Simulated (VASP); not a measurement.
Input of a VASP 6.6.1 run:

The input INCAR:

```
SYSTEM = LiCl
ALGO = Normal
EDIFF = 1E-6
EDIFFG = -0.01
ENCUT = 600
GGA = PS
IBRION = 2
ISIF = 3
ISMEAR = -1
LASPH = .True.
LCHARG = .False.
LREAL = .False.
LWAVE = .False.
NELM = 100
NSW = 100
PREC = Accurate
SIGMA = 0.03
```

File KPOINTS:

```
k-points
0
Gamma
  6 6 6
  0 0 0
```

The input POSCAR:

```
LiCl
1.0
    3.2028734500      0.0000000000      0.0000000000
    0.0000000000      3.2028734500      0.0000000000
    0.0000000000      0.0000000000      3.2028734500
Li Cl
1 1
Direct
    0.0000000000      0.0000000000      0.0000000000
    0.5000000000      0.5000000000      0.5000000000
```

Potentials or basis: VASP PAW PBE potentials, release 64 (Li_sv, Cl).

Run with:

```bash
$ cat potpaw_PBE.64/Li_sv/POTCAR potpaw_PBE.64/Cl/POTCAR > POTCAR
$ mpirun -np 1 vasp_std > vasp.out
```

**Question.** Estimate the band gap on the k mesh.

**Answer.** 4.43 eV, indirect (least direct gap 5.03 eV).

**Question.** Predict the relaxed volume.

**Answer.** 16.82 Å³/atom.

Final structure:
```xyz
2
Lattice="3.2280 0.0000 0.0000 0.0000 3.2280 0.0000 0.0000 0.0000 3.2280" Properties=species:S:1:pos:R:3 pbc="T T T"
Li    0.0000    0.0000    0.0000
Cl    1.6140    1.6140    1.6140
```

Caveat: the cutoff is under 1.25 times the usual one of these potentials, so pressure, stress and relaxed cells hold a basis-set (Pulay) error; the PAW data sets were made with another functional, which shifts forces and pressure a little. A hybrid or GW would open this gap; PBEsol tends to underestimate it.
